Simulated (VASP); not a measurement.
# Al (P6_3/mmc) in VASP: a series of runs, part 2 of 2

VASP 6.6.1.

**3. Single point, PBEsol+D3(BJ) (volume 14.987 Å^3 an atom, c/a of the conventional cell 3.0904)**

Contents of INCAR:

```
PREC = Accurate ; ENCUT = 520
EDIFF = 1E-7 ; ISMEAR = 0
SIGMA = 0.15 ; LREAL = F
LASPH = T ; NELM = 60
ALGO = Normal ; ISIF = 2
LWAVE = F ; LCHARG = T
GGA = PS ; IVDW = 12
LELF = T ; LVHAR = T
NBANDS = 14
```

Contents of KPOINTS:

```
regular mesh
0
Gamma
  18 18 6
```

Contents of POSCAR:

```
Al
1.0
    2.8188791495      0.0000000000      0.0000000000
   -1.4094395747      2.4412209537      0.0000000000
    0.0000000000      0.0000000000      8.7114641235
Al
4
Direct
    0.0000000000      0.0000000000      0.0000000000
    0.3333333333      0.6666666667      0.2500000000
    0.0000000000      0.0000000000      0.5000000000
    0.6666666667      0.3333333333      0.7500000000
```

Potentials or basis: VASP PAW PBE potentials, release 64 (Al).

The run is started by

```sh
$ cat potpaw_PBE.64/Al/POTCAR > POTCAR
$ mpirun -np 1 vasp_std > vasp.out
```

OUTCAR:

```text
PREC = Accurate
   ENCUT = 520
   EDIFF = 1E-7
   ISMEAR = 0
   LREAL = F
   LASPH = T
   NELM = 60
   ISIF = 2
   GGA = PS
   IVDW = 12
 IVDW          = 12

 ion  position               nearest neighbor table
   1  0.000  0.000  0.000-   2 2.72   4 2.72   4 2.72   2 2.72   4 2.72   2 2.72
   2  0.333  0.667  0.250-   1 2.72   3 2.72   1 2.72   3 2.72   1 2.72   3 2.72
   3  0.000  0.000  0.500-   2 2.72   4 2.72   4 2.72   2 2.72   4 2.72   2 2.72
   4  0.667  0.333  0.750-   1 2.72   3 2.72   1 2.72   3 2.72   1 2.72   3 2.72

  LATTYP: Found a hexagonal cell.
 ALAT       =     2.8188791495
 C/A-ratio  =     3.0904000000

  Lattice vectors:

 A1 = (   2.8188791495,   0.0000000000,   0.0000000000)
 A2 = (  -1.4094395747,   2.4412209537,   0.0000000000)
 A3 = (   0.0000000000,   0.0000000000,   8.7114641235)

Analysis of symmetry for initial positions (statically):
=====================================================================
 Subroutine PRICEL returns:
 Original cell was already a primitive cell.

 Routine SETGRP: Setting up the symmetry group for a
 hexagonal supercell.

 Subroutine GETGRP returns: Found 24 space group operations
 (whereof 12 operations were pure point group operations)
 out of a pool of 24 trial point group operations.

The static configuration has the point symmetry D_3d.
 The point group associated with its full space group is D_6h.

Analysis of symmetry for dynamics (positions and initial velocities):
=====================================================================
 Subroutine PRICEL returns:
 Original cell was already a primitive cell.

 Routine SETGRP: Setting up the symmetry group for a
 hexagonal supercell.

 Subroutine GETGRP returns: Found 24 space group operations
 (whereof 12 operations were pure point group operations)
 out of a pool of 24 trial point group operations.

The dynamic configuration has the point symmetry D_3d.
 The point group associated with its full space group is D_6h.

 Subroutine INISYM returns: Found 24 space group operations
 (whereof 12 operations are pure point group operations),
[... 134 lines left out ...]
  volume of cell :       59.95
 maximum number of plane-waves:      1636
 NGX is ok and might be reduce to    24
   NGX = 11   NGY = 11   NGZ = 33

 number of electron      12.0000000 magnetization

 Free energy of the ion-electron system (eV)
  ---------------------------------------------------
  ext. energy  EPLUGINS =         0.00000000
  ---------------------------------------------------
  free energy    TOTEN  =       -16.15883199 eV

  energy without entropy =      -16.14200950  energy(sigma->0) =      -16.15042075

 E-fermi :   8.9903     XC(G=0): -10.6120

 val. band max:        8.9640257019   @ k =   0.0556  -0.0000   0.5000
 cond. band min:       9.0012567909   @ k =   0.3889   0.1111   0.5000
 fundamental gap:      0.0372310889
 Fermi energy:         8.9902984851

 k-point     1 :       0.0000    0.0000    0.0000
  band No.  band energies     occupation
      1      -2.8258      2.00000
      2      -0.8924      2.00000
      3      -0.8920      2.00000
      4       4.3581      2.00000
      5       5.1871      2.00000
      6      13.7233      0.00000
      7      13.7510      0.00000
      8      19.4949      0.00000
      9      19.4949      0.00000
     10      19.6661      0.00000
     11      19.6661      0.00000
     12      20.6820      0.00000
     13      20.6835      0.00000
     14      20.8790      0.00000
[... 377 lines left out ...]
      1       2.2036      2.00000
      2       4.0203      2.00000
      3       4.0408      2.00000
      4       4.8136      2.00000
      5       6.6980      2.00000
      6       6.7300      2.00000
      7       9.0980      0.30992
      8       9.9817      0.00000
      9      11.2790      0.00000
     10      11.5946      0.00000
     11      12.9471      0.00000
     12      13.2012      0.00000
     13      13.6990      0.00000
     14      17.8281      0.00000

 [... further k-points ...]

------------------------ aborting loop because EDIFF is reached ----------------------------------------

 Edisp (eV)   -1.40015

 E8    (eV) :    -0.9429

  FORCE on cell =-STRESS in cart. coord.  units (eV):
  Direction    XX          YY          ZZ          XY          YZ          ZX
  --------------------------------------------------------------------------------------
  -------------------------------------------------------------------------------------
  Total       0.89377     0.89377     3.26637     0.00000     0.00000     0.00000
  in kB      23.88690    23.88690    87.29727     0.00000     0.00000     0.00000
  external pressure =       45.02 kB  Pullay stress =        0.00 kB

 VOLUME and BASIS-vectors are now :
 -----------------------------------------------------------------------------
  energy-cutoff  :      520.00
  volume of cell :       59.95
      direct lattice vectors                 reciprocal lattice vectors
     2.818879149  0.000000000  0.000000000     0.354750930  0.204815545  0.000000000
    -1.409439575  2.441220954  0.000000000     0.000000000  0.409631090  0.000000000
     0.000000000  0.000000000  8.711464124     0.000000000  0.000000000  0.114791267

 POSITION                                       TOTAL-FORCE (eV/Angst)
 -----------------------------------------------------------------------------------
      0.00000      0.00000      0.00000        -0.000000      0.000000     -0.000000
     -0.00000      1.62748      2.17787        -0.000000     -0.000000      0.000000
      0.00000      0.00000      4.35573        -0.000000      0.000000     -0.000000
      1.40944      0.81374      6.53360         0.000000      0.000000      0.000000
 -----------------------------------------------------------------------------------
    total drift:                               -0.000000      0.000000      0.000000

  FREE ENERGIE OF THE ION-ELECTRON SYSTEM (eV)
  ---------------------------------------------------
  free  energy   TOTEN  =       -17.5589826767 eV

  energy  without entropy=      -17.5421601805  energy(sigma->0) =      -17.55057143
```

stdout:

```text
POSCAR found type information on POSCAR Al
 POSCAR found :  1 types and       4 ions
 scaLAPACK will be used
 -----------------------------------------------------------------------------
|                                                                             |
|                                                                             |
|     You enforced a specific xc type in the INCAR file but a different       |
|     I HOPE YOU KNOW WHAT YOU ARE DOING!                                     |
|                                                                             |
 -----------------------------------------------------------------------------

 LDA part: xc-table for (Slater+PW92), standard interpolation
 POSCAR, INCAR and KPOINTS ok, starting setup
 FFT: planning ... GRIDC
 FFT: planning ... GRID_SOFT
 FFT: planning ... GRID
 WAVECAR not read
 entering main loop
```

It took 63 s on 1 thread of Intel Xeon 6975P-C (Granite Rapids), shared host; peak memory 0.24 GiB.

What came out:

```
Free energy                : -17.5590 eV
Pressure                   : 4.5 GPa
Band gap on the k mesh     : zero (band 6 reaches 13.86 eV, above the bottom of band 7 at 7.19 eV)
Dispersion energy per atom : -0.350 eV
```

Stress tensor (GPa, compression positive):
```
2.39 0.00 0.00
0.00 2.39 0.00
0.00 0.00 8.73
```

Caveat: the PAW data sets were made with another functional, which shifts forces and pressure a little; pairwise dispersion overbinds metals, which lowers pressure and volume.
